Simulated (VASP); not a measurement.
Input of a VASP 6.6.1 run:

Contents of INCAR:

```
SYSTEM = NaH
PREC     = Accurate       ! precision mode
ENCUT    = 520            ! plane-wave cutoff, eV
EDIFF    = 1E-6           ! SCF threshold, eV
ISMEAR   = -1             ! smearing method
SIGMA    = 0.03           ! smearing width, eV
LREAL    = .FALSE.        ! projectors in reciprocal space
LASPH    = .TRUE.         ! aspherical terms in the spheres
NELM     = 60             ! most SCF steps
ALGO     = Normal         ! electronic algorithm
ISIF     = 2              ! what is computed and relaxed
LWAVE    = .FALSE.        ! write WAVECAR
LCHARG   = .TRUE.         ! write CHGCAR
LELF     = .TRUE.         ! ELF
LVHAR    = .TRUE.       
NBANDS   = 11             ! bands
```

KPOINTS

```
Automatic mesh
0
G
  8 8 8
  0 0 0
```

Contents of POSCAR:

```
NaH
1.0
    0.0000000000      2.3864216652      2.3864216652
    2.3864216652      0.0000000000      2.3864216652
    2.3864216652      2.3864216652      0.0000000000
Na H
1 1
Direct
   -0.0600000000     -0.0600000000      0.0600000000
    0.5600000000      0.5600000000      0.4400000000
```

Potentials or basis: VASP PAW LDA potentials, release 64 (Na_pv, H).

Command:

```console
$ cat potpaw_LDA.64/Na_pv/POTCAR potpaw_LDA.64/H/POTCAR > POTCAR
$ mpirun -np 1 vasp_std > vasp.out
```

What does it give for the band gap on the k mesh?

3.36 eV, indirect (least direct gap 4.34 eV).

Predict the pressure.

2.4 GPa.

Stress tensor (GPa, compression positive):
```
-2.13  0.00  0.00
 0.00 -2.13  0.00
 0.00  0.00 11.36
```

Caveat: the cell differs from its parent crystal (shortest bond scaled by 0.76); forces of over 1 eV/Å act on the atoms, so gaps and moduli don't describe the material at rest. A k mesh can miss the band edges.
